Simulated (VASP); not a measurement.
CoSi2 (AlB2 type), 3 atoms in the cell. It takes space group P6/mmm (No. 191, hexagonal). The conventional cell has a = 4.162 Å, b = 4.162 Å, c = 2.504 Å, α = 90.00°, β = 90.00°, γ = 120.00°. Within 3.3 Å of Co (site symmetry 6/mmm) lie 2 Co at 2.50 Å and 12 Si at 2.71 Å. Within 3.2 Å of Si (site symmetry -6m2) lie 5 Si at 2.40 to 2.50 Å and 6 Co at 2.71 Å. 

```yaml
Program: VASP 6.6.1
Task: single point
Functional: PBE
Potentials_or_basis: VASP PAW PBE potentials, release 64 (Co, Si)
Cutoff: 520 eV
k_mesh: 9 × 9 × 7
Occupations: fermi-dirac, width 0.1 eV
Spin: no spin polarisation
Dipole_correction: no
Further_INCAR_settings: ALGO = Normal; EDIFF = 1e-06; NBANDS = 16
```

Potentials or basis: VASP PAW PBE potentials, release 64 (Co, Si).

Command:

```bash
$ cat potpaw_PBE.64/Co/POTCAR potpaw_PBE.64/Si/POTCAR > POTCAR
$ mpirun -np 1 vasp_std > vasp.out
```

Hardware: 1 thread of Intel(R) Xeon(R) Platinum 8259CL CPU @ 2.50GHz (Skylake/Cascade Lake), with other jobs on the host.

Q: Estimate the wall time of this run.

A: Run time: 22 s on 1 thread of Intel(R) Xeon(R) Platinum 8259CL CPU @ 2.50GHz (Skylake/Cascade Lake) (shared host), peak memory 0.16 GiB. Counts: scf iterations 14, k points 48.
